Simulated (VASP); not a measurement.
Write the native input for VASP 6.6.1 that does the following.

- Task: electric field gradients
- Functional: LDA
- Potentials or basis: VASP PAW LDA potentials, release 64 (Li_sv, Fe, As)
- Cutoff: 520 eV
- k mesh: 12 × 12 × 8
- Occupations: gaussian, width 0.05 eV
- Spin: no spin polarisation
- Dipole correction: no
- Further INCAR settings: ALGO = Fast; EDIFF = 1e-08; NBANDS = 25

The structure of LiFeAs lies in POSCAR:

```
LiFeAs
1.0
    3.6915071002      0.0000000000      0.0000000000
    0.0000000000      3.6915071002      0.0000000000
    0.0000000000      0.0000000000      5.9597341956
Li Fe As
2 2 2
Direct
    0.5000000000      0.0000000000      0.6662265852
    0.0000000000      0.5000000000      0.3337734148
    0.0000000000      0.0000000000      0.0000000000
    0.5000000000      0.5000000000      0.0000000000
    0.5000000000      0.0000000000      0.2257855246
    0.0000000000      0.5000000000      0.7742144754
```

One way to write it, as run:

INCAR

```
SYSTEM = LiFeAs
PREC = Accurate
ENCUT = 520
EDIFF = 1E-8
ISMEAR = 0
SIGMA = 0.05
LREAL = .False.
LASPH = .True.
NELM = 60
ALGO = Fast
ISIF = 2
LWAVE = .False.
LCHARG = .False.
LEFG = .True.
NBANDS = 25
```

KPOINTS

```
regular mesh
0
Gamma
  12 12 8
  0 0 0
```

Potentials or basis: VASP PAW LDA potentials, release 64 (Li_sv, Fe, As).

Command:

```sh
$ cat potpaw_LDA.64/Li_sv/POTCAR potpaw_LDA.64/Fe/POTCAR potpaw_LDA.64/As/POTCAR > POTCAR
$ mpirun -np 1 vasp_std > vasp.out
```

Results of the run:

```
Largest force                           : 0.054 eV/Å
Band gap on the k mesh                  : zero (bands 16 and 17 overlap by 0.42 eV)
Largest electric field gradient by atom : Li -0.9; Fe +6.2; As -33.2 V/Å²
```

Caveat: without QUAD_EFG the Cq values of the log hold for a quadrupole moment of 1 mb, not for the nuclei; the run has no spin polarisation, though such a crystal can be magnetic.

Wall time 12 min on 1 thread of Intel(R) Xeon(R) Platinum 8259CL CPU @ 2.50GHz (Skylake/Cascade Lake) (shared host), peak memory 0.37 GiB.
